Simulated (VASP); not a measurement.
# CsZn2: single point with PBE

The system is CsZn2.

```
Cs Zn
1.0
     4.57213    0.00000    0.00000
    -2.28606    3.95958    0.00000
     0.00000    0.00000    5.86029
Cs Zn
1 2
Direct
  0.00000 0.00000 0.00000
  0.33333 0.66667 0.50000
  0.66667 0.33333 0.50000
```

- Program: VASP 6.6.1
- Task: single point
- Functional: PBE
- Potentials or basis: VASP PAW PBE potentials, release 64 (Cs_sv, Zn)
- Cutoff: 520 eV
- k mesh: 12 × 12 × 8
- Occupations: gaussian, width 0.1 eV
- Spin: no spin polarisation

The pressure is 0.1 GPa.

Levels at points of the mesh, in eV from the Fermi level:
```tsv
k point	band 12	band 13	band 14	band 15	band 16	band 17	band 18	band 19	band 20	band 21
(0.00, 0.00, 0.00)	-6.99	-6.98	-6.98	-6.15	0.34	0.80	1.90	1.90	2.73	4.83
(0.50, 0.00, 0.00)	-6.94	-6.85	-6.79	-4.09	-3.35	0.21	0.99	1.43	3.05	3.48
(0.00, 0.00, 0.50)	-6.98	-6.97	-6.97	-5.51	-1.71	2.50	2.50	2.87	3.04	3.48
(0.50, 0.00, 0.50)	-6.94	-6.87	-6.79	-4.43	-2.84	0.39	0.52	1.12	3.37	4.17
```

Run time: 100 s on 1 thread of Intel(R) Xeon(R) 6975P-C (Granite Rapids), on a shared host, peak memory 0.39 GiB.

Caveat: spin-orbit coupling is left out, which moves the levels of the heavy elements.
